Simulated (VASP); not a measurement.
# GaF (F-43m) in VASP: further runs

Runs on GaF. Level: PBE. Tasks: single point, relaxation of cell and atoms.

Everything below comes from runs of VASP 6.6.1. Logs are shortened: lines on timing, memory, paths and dates and some standing lists are left out, and cuts for length are marked.

## (1) The cell of the first run

The structure is cubic, space group F-43m (No. 216). Conventional cell: a = 5.568 Å, b = 5.568 Å, c = 5.568 Å, α = 90.00°, β = 90.00°, γ = 90.00°. Within 3.2 Å of Ga (site symmetry -43m) lie 4 F at 2.41 Å. Within 3.2 Å of F (site symmetry -43m) lie 4 Ga at 2.41 Å.

## (2) Single point, PBE

Input file INCAR:

```
SYSTEM = GaF
PREC = Accurate
ENCUT = 520
EDIFF = 1E-6
ISMEAR = -1
SIGMA = 0.05
LREAL = .False.
LASPH = .True.
NELM = 80
ALGO = Normal
ISIF = 2
LWAVE = .False.
LCHARG = .False.
GGA = PE
NBANDS = 17
```

Input file KPOINTS:

```
regular mesh
0
Gamma
  8 8 8
  0 0 0
```

Input file POSCAR:

```
GaF
1.0
    0.0000000000      2.7839659232      2.7839659232
    2.7839659232      0.0000000000      2.7839659232
    2.7839659232      2.7839659232      0.0000000000
Ga F
1 1
Direct
    0.2500000000      0.2500000000      0.2500000000
    0.0000000000      0.0000000000      0.0000000000
```

Potentials or basis: VASP PAW PBE potentials, release 64 (Ga_d, F).

Started as:

```sh
> cat potpaw_PBE.64/Ga_d/POTCAR potpaw_PBE.64/F/POTCAR > POTCAR
> mpirun -np 1 vasp_std > vasp.out
```

OUTCAR:

```text
SYSTEM = GaF
   PREC = Accurate
   ENCUT = 520
   EDIFF = 1E-6
   ISMEAR = -1
   LREAL = .False.
   LASPH = .True.
   NELM = 80
   ISIF = 2
   GGA = PE

 ion  position               nearest neighbor table
   1  0.250  0.250  0.250-   2 2.41   2 2.41   2 2.41   2 2.41
   2  0.000  0.000  0.000-   1 2.41   1 2.41   1 2.41   1 2.41

  LATTYP: Found a face centered cubic cell.
 ALAT       =     5.5679318464

  Lattice vectors:

 A1 = (   0.0000000000,   2.7839659232,   2.7839659232)
 A2 = (   2.7839659232,   0.0000000000,   2.7839659232)
 A3 = (   2.7839659232,   2.7839659232,   0.0000000000)

Analysis of symmetry for initial positions (statically):
=====================================================================
 Subroutine PRICEL returns:
 Original cell was already a primitive cell.

 Routine SETGRP: Setting up the symmetry group for a
 face centered cubic supercell.

 Subroutine GETGRP returns: Found 24 space group operations
 (whereof 24 operations were pure point group operations)
 out of a pool of 48 trial point group operations.

The static configuration has the point symmetry T_d .

Analysis of symmetry for dynamics (positions and initial velocities):
=====================================================================
 Subroutine PRICEL returns:
 Original cell was already a primitive cell.

 Routine SETGRP: Setting up the symmetry group for a
 face centered cubic supercell.

 Subroutine GETGRP returns: Found 24 space group operations
 (whereof 24 operations were pure point group operations)
 out of a pool of 48 trial point group operations.

The dynamic configuration has the point symmetry T_d .

 Subroutine INISYM returns: Found 24 space group operations
 (whereof 24 operations are pure point group operations),
 and found     1 'primitive' translations

----------------------------------------------------------------------------------------

                                     Primitive cell

  volume of cell :      43.1541

  direct lattice vectors                    reciprocal lattice vectors
     0.000000000  2.783965923  2.783965923    -0.179599899  0.179599899  0.179599899
     2.783965923  0.000000000  2.783965923     0.179599899 -0.179599899  0.179599899
     2.783965923  2.783965923  0.000000000     0.179599899  0.179599899 -0.179599899

  length of vectors
     3.937122366  3.937122366  3.937122366     0.311076151  0.311076151  0.311076151

  position of ions in fractional coordinates (direct lattice)
     0.250000000  0.250000000  0.250000000
     0.000000000  0.000000000  0.000000000

  ion indices of the primitive-cell ions
   primitive index   ion index
                 1           1
                 2           2

----------------------------------------------------------------------------------------

 KPOINTS: regular mesh

Automatic generation of k-mesh.
 Grid dimensions read from file:
 generate k-points for:    8    8    8

 Generating k-lattice:

  Cartesian coordinates                     Fractional coordinates (reciprocal lattice)
    -0.022449987  0.022449987  0.022449987     0.125000000  0.000000000  0.000000000
     0.022449987 -0.022449987  0.022449987     0.000000000  0.125000000  0.000000000
     0.022449987  0.022449987 -0.022449987     0.000000000  0.000000000  0.125000000

  Length of vectors
     0.038884519  0.038884519  0.038884519

  Shift w.r.t. Gamma in fractional coordinates (k-lattice)
     0.000000000  0.000000000  0.000000000

 Subroutine IBZKPT returns following result:
 ===========================================

 Found     29 irreducible k-points:

 Following reciprocal coordinates:
            Coordinates               Weight
  0.000000  0.000000  0.000000      1.000000
  0.125000  0.000000  0.000000      8.000000
  0.250000  0.000000  0.000000      8.000000
  0.375000  0.000000  0.000000      8.000000
  0.500000  0.000000  0.000000      4.000000
  0.125000  0.125000  0.000000      6.000000
[... 16 lines left out ...]
  0.500000  0.250000  0.125000     48.000000
 -0.375000  0.250000  0.125000     24.000000
 [... further k-points ...]
   k-points           NKPTS =     29   k-points in BZ     NKDIM =     29   number of bands    NBANDS=     17
   number of dos      NEDOS =    301   number of ions     NIONS =      2
   total plane-waves  NPLWV =  27000
   dimension x,y,z NGX =    30 NGY =   30 NGZ =   30
   dimension x,y,z NGXF=    60 NGYF=   60 NGZF=   60
   ions per type =               1   1
   NGX,Y,Z   is equivalent  to a cutoff of  12.67, 12.67, 12.67 a.u.
   NGXF,Y,Z  is equivalent  to a cutoff of  25.34, 25.34, 25.34 a.u.
 SYSTEM =  GaF
   PREC   = accura    normal or accurate (medium, high low for compatibility)
   ISTART =      0    job   : 0-new  1-cont  2-samecut
   ICHARG =      2    charge: 1-file 2-atom 10-const
   ISPIN  =      1    spin polarized calculation?
   LNONCOLLINEAR =      F non collinear calculations
   LSORBIT =      F    spin-orbit coupling
   LASPH  =      T    aspherical Exc in radial PAW
   ENCUT  =  520.0 eV  38.22 Ry    6.18 a.u.   7.32  7.32  7.32*2*pi/ulx,y,z
   NELM   =     80;   NELMIN=  2; NELMDL= -5     # of ELM steps
   EDIFF  = 0.1E-05   stopping-criterion for ELM
   LREAL  =      F    real-space projection
   EDIFFG = 0.1E-04   stopping-criterion for IOM
   NSW    =      0    number of steps for IOM
   IBRION =     -1    ionic relax: 0-MD 1-quasi-New 2-CG
   NFREE  =      0    steps in history (QN), initial steepest desc. (CG)
   ISIF   =      2    stress and relaxation
   ISYM   =      2    0-nonsym 1-usesym 2-fastsym
   POTIM  = 0.5000    time-step for ionic-motion
   TEBEG  =    0.0;   TEEND  =   0.0 temperature during run
   PSTRESS=    0.0 pullay stress
   NELECT =      20.0000    total number of electrons
   NUPDOWN=      -1.0000    fix difference up-down
   EMIN   =  10.00;   EMAX   =-10.00  energy-range for DOS
   EFERMI =   0.00;   METHOD = LEGACY
   ISMEAR =    -1;   SIGMA  =   0.05  broadening in eV -4-tet -1-fermi 0-gaus
   EFERMI_NEDOS =   21; number of points for ismear=-14 and -15
   IALGO  =     38    algorithm
   IMIX   =      4    mixing-type and parameters
     AMIX     =   0.40;   BMIX     =  1.00
     AMIX_MAG =   1.60;   BMIX_MAG =  1.00
  volume/ion in A,a.u.               =      21.58       145.61
  Fermi-wavevector in a.u.,A,eV,Ry     =   1.266906  2.394104 21.838028  1.605050
  Thomas-Fermi vector in A             =   2.400082
   LORBIT       =      0    0 simple, 1 ext, 2 COOP (PROOUT), +10 PAW based schemes
   GGA     = PE    functional components
   LHFCALC =     F    Hartree Fock is set to
   AEXX    =    0.0000 exact exchange contribution
   IVDW    =     0    specifies the selected vdW correction
   LEPSILON=     F    determine dielectric tensor
   LRPA    =     F    only Hartree local field effects (RPA)
 non-spin polarized calculation
  energy-cutoff  :      520.00
  volume of cell :       43.15
 maximum number of plane-waves:      1211
 NGX is ok and might be reduce to    30
   NGX = 15   NGY = 15   NGZ = 15

 number of electron      20.0000019 magnetization

 Free energy of the ion-electron system (eV)
  ---------------------------------------------------
  ext. energy  EPLUGINS =         0.00000000
  ---------------------------------------------------
  free energy    TOTEN  =        -7.52084072 eV

  energy without entropy =       -7.52084072  energy(sigma->0) =       -7.52084072

 E-fermi :   1.6133     XC(G=0):  -8.2825

 val. band max:        0.5611898374   @ k =  -0.2500   0.5000   0.2500
 cond. band min:       2.5511681744   @ k =   0.5000   0.5000   0.0000
 fundamental gap:      1.9899783370
 Fermi energy:         1.6133439871

 k-point     1 :       0.0000    0.0000    0.0000
  band No.  band energies     occupation
      1     -21.7554      2.00000
      2     -13.0412      2.00000
      3     -13.0412      2.00000
      4     -13.0412      2.00000
      5     -13.0103      2.00000
      6     -13.0103      2.00000
[... 9 lines left out ...]
     16      14.2588      0.00000
     17      14.2588      0.00000

 k-point     2 :       0.1250    0.0000    0.0000
  band No.  band energies     occupation
      1     -21.7471      2.00000
      2     -13.0386      2.00000
      3     -13.0386      2.00000
      4     -13.0341      2.00000
      5     -13.0103      2.00000
      6     -13.0103      2.00000
[... 9 lines left out ...]
     16      13.8311      0.00000
     17      13.8311      0.00000

 k-point     3 :       0.2500    0.0000    0.0000
  band No.  band energies     occupation
      1     -21.7276      2.00000
      2     -13.0340      2.00000
      3     -13.0340      2.00000
      4     -13.0156      2.00000
      5     -13.0084      2.00000
      6     -13.0084      2.00000
[... 9 lines left out ...]
     16      13.3341      0.00000
     17      14.2979      0.00000

 k-point     4 :       0.3750    0.0000    0.0000
  band No.  band energies     occupation
      1     -21.7084      2.00000
      2     -13.0323      2.00000
      3     -13.0323      2.00000
      4     -13.0035      2.00000
      5     -13.0035      2.00000
      6     -12.9955      2.00000
[... 9 lines left out ...]
     16      13.1163      0.00000
     17      14.4771      0.00000

 k-point     5 :       0.5000    0.0000    0.0000
  band No.  band energies     occupation
      1     -21.7007      2.00000
      2     -13.0324      2.00000
      3     -13.0324      2.00000
      4     -13.0007      2.00000
      5     -13.0007      2.00000
      6     -12.9867      2.00000
[... 9 lines left out ...]
     16      13.0708      0.00000
     17      14.2746      0.00000

 k-point     6 :       0.1250    0.1250    0.0000
  band No.  band energies     occupation
      1     -21.7444      2.00000
      2     -13.0358      2.00000
      3     -13.0358      2.00000
      4     -13.0352      2.00000
      5     -13.0122      2.00000
      6     -13.0087      2.00000
[... 9 lines left out ...]
     16      14.9336      0.00000
     17      14.9336      0.00000

 k-point     7 :       0.2500    0.1250    0.0000
  band No.  band energies     occupation
      1     -21.7288      2.00000
      2     -13.0328      2.00000
      3     -13.0303      2.00000
      4     -13.0211      2.00000
      5     -13.0120      2.00000
      6     -13.0065      2.00000
[... 9 lines left out ...]
     16      14.7130      0.00000
     17      14.9181      0.00000

 k-point     8 :       0.3750    0.1250    0.0000
  band No.  band energies     occupation
      1     -21.7095      2.00000
      2     -13.0312      2.00000
      3     -13.0277      2.00000
      4     -13.0116      2.00000
      5     -13.0024      2.00000
      6     -12.9969      2.00000
[... 9 lines left out ...]
     16      14.1129      0.00000
     17      15.1601      0.00000
[... 203 lines left out ...]
      1     -21.6859      2.00000
      2     -13.0275      2.00000
      3     -13.0110      2.00000
      4     -13.0068      2.00000
      5     -13.0001      2.00000
      6     -12.9846      2.00000
[... 9 lines left out ...]
     16      17.0015      0.00000
     17      17.9971      0.00000

 k-point    20 :      -0.3750    0.3750    0.0000
  band No.  band energies     occupation
      1     -21.6846      2.00000
      2     -13.0276      2.00000
      3     -13.0127      2.00000
      4     -13.0094      2.00000
      5     -13.0032      2.00000
      6     -12.9739      2.00000
[... 9 lines left out ...]
     16      15.4750      0.00000
     17      17.5163      0.00000

 k-point    21 :       0.5000    0.5000    0.0000
  band No.  band energies     occupation
      1     -21.6834      2.00000
      2     -13.0293      2.00000
      3     -13.0029      2.00000
      4     -13.0029      2.00000
      5     -12.9993      2.00000
      6     -12.9915      2.00000
[... 9 lines left out ...]
     16      18.8082      0.00000
     17      18.8082      0.00000

 k-point    22 :       0.3750    0.2500    0.1250
  band No.  band energies     occupation
      1     -21.7135      2.00000
      2     -13.0283      2.00000
      3     -13.0261      2.00000
      4     -13.0155      2.00000
      5     -13.0075      2.00000
      6     -12.9995      2.00000
[... 9 lines left out ...]
     16      14.3518      0.00000
     17      15.4424      0.00000

 k-point    23 :       0.5000    0.2500    0.1250
  band No.  band energies     occupation
      1     -21.6981      2.00000
      2     -13.0288      2.00000
      3     -13.0227      2.00000
      4     -13.0112      2.00000
      5     -13.0034      2.00000
      6     -12.9839      2.00000
[... 9 lines left out ...]
     16      14.0602      0.00000
     17      16.0385      0.00000

 k-point    24 :      -0.3750    0.2500    0.1250
  band No.  band energies     occupation
      1     -21.6919      2.00000
      2     -13.0297      2.00000
      3     -13.0218      2.00000
      4     -13.0081      2.00000
      5     -13.0025      2.00000
      6     -12.9764      2.00000
[... 9 lines left out ...]
     16      14.2826      0.00000
     17      16.3715      0.00000

 [... further k-points ...]
[... 5 lines left out ...]
  --------------------------------------------------------------------------------------
  -------------------------------------------------------------------------------------
  Total        0.5136162      0.5136162      0.5136162     -0.0000000      0.0000000      0.0000000
  in kB       19.0689824     19.0689824     19.0689824     -0.0000000      0.0000000      0.0000000
  external PRESSURE =      19.0689824 kB  Pullay stress =       0.0000000 kB

 VOLUME and BASIS-vectors are now :
 -----------------------------------------------------------------------------
  energy-cutoff  :      520.00
  volume of cell :       43.15
      direct lattice vectors                 reciprocal lattice vectors
     0.000000000  2.783965923  2.783965923    -0.179599899  0.179599899  0.179599899
     2.783965923  0.000000000  2.783965923     0.179599899 -0.179599899  0.179599899
     2.783965923  2.783965923  0.000000000     0.179599899  0.179599899 -0.179599899

 POSITION                                       TOTAL-FORCE (eV/Angst)
 -----------------------------------------------------------------------------------
      1.39198      1.39198      1.39198        -0.000000     -0.000000     -0.000000
      0.00000      0.00000      0.00000         0.000000      0.000000      0.000000
 -----------------------------------------------------------------------------------
    total drift:                                0.000000      0.000000      0.000001

  FREE ENERGIE OF THE ION-ELECTRON SYSTEM (eV)
  ---------------------------------------------------
  free  energy   TOTEN  =        -7.5208407170 eV

  energy  without entropy=       -7.5208407168  energy(sigma->0) =       -7.52084072
```

It took 9.1 s on 1 thread of Intel Xeon 6975P-C (Granite Rapids), shared host; peak memory 0.16 GiB.

What came out:

```yaml
Free_energy: -7.5208 eV
Pressure: 1.9 GPa
Band_gap_on_the_k_mesh: 1.99 eV, indirect (least direct gap 2.00 eV)
```

## (3) Relaxation of cell and atoms, PBE

This run uses another cell than the first one, of 23.06 Å³/atom, 1.069 times its volume.

Input file INCAR:

```
SYSTEM = GaF
  PREC = Accurate
  ENCUT = 600
  EDIFF = 1E-6
  ISMEAR = -1
  SIGMA = 0.05
  LREAL = .False.
  LASPH = .True.
  NELM = 60
  ALGO = Normal
  ISIF = 3
  LWAVE = .False.
  LCHARG = .False.
  GGA = PE
  IBRION = 2
  NSW = 60
  EDIFFG = -0.01
```

Input file KPOINTS:

```
Automatic mesh
0
Gamma
  8 8 8
  0 0 0
```

Input file POSCAR:

```
GaF
1.0
    0.0000000000      2.8462400000      2.8462400000
    2.8462400000      0.0000000000      2.8462400000
    2.8462400000      2.8462400000      0.0000000000
Ga F
1 1
Direct
    0.2500000000      0.2500000000      0.2500000000
    0.0000000000      0.0000000000      0.0000000000
```

Potentials or basis: VASP PAW PBE potentials, release 64 (Ga_d, F).

Started as:

```sh
> cat potpaw_PBE.64/Ga_d/POTCAR potpaw_PBE.64/F/POTCAR > POTCAR
> mpirun -np 1 vasp_std > vasp.out
```

Run time: 10 s. Hardware: 1 thread of Intel Xeon 6975P-C (Granite Rapids), shared host; peak memory 0.18 GiB.

It converged, with:

| Quantity | Value |
| --- | --- |
| Free energy | -7.5407 eV |
| Relaxed volume | 22.99 Å³/atom |
| Relaxed cell | a = 4.021 Å, b = 4.021 Å, c = 4.021 Å, α = 60.00°, β = 60.00°, γ = 60.00° |
| Space group after relaxing (to 0.05 Å) | F-43m (No. 216) |
| Energy gained by relaxing | 0.1 meV/atom |
| Ionic steps | 2 |
| Pressure after relaxing | 0.0 GPa |
| Band gap on the k mesh | 2.26 eV, indirect (least direct gap 2.27 eV) |

The path:
```tsv
step	energy change (eV)	largest force (eV/Å)	pressure (GPa)	volume (Å³)
1	0.0000	0.0000	-0.15	46.12
2	-0.0001	0.0000	-0.04	45.97
```

Final structure:
```
Ga F
1.0
     0.00000    2.84330    2.84330
     2.84330    0.00000    2.84330
     2.84330    2.84330    0.00000
Ga F
1 1
Direct
  0.25000 0.25000 0.25000
  0.00000 0.00000 0.00000
```

Levels at points of the mesh, in eV from the valence-band top:
| k point | band 6 | band 7 | band 8 | band 9 | band 10 | band 11 | band 12 | band 13 | band 14 |
| --- | --- | --- | --- | --- | --- | --- | --- | --- | --- |
| (0.00, 0.00, 0.00) | -13.42 | -3.95 | -3.27 | -3.27 | -3.27 | 6.54 | 6.54 | 6.54 | 9.96 |
| (0.50, 0.00, 0.00) | -13.40 | -5.16 | -3.41 | -3.41 | -1.04 | 2.77 | 6.45 | 6.45 | 10.53 |
| (0.50, 0.50, 0.00) | -13.41 | -5.09 | -3.68 | -3.68 | -0.01 | 2.26 | 6.12 | 6.12 | 7.62 |

A k mesh can miss the band edges.

(Part 1 of 2 ends here.)
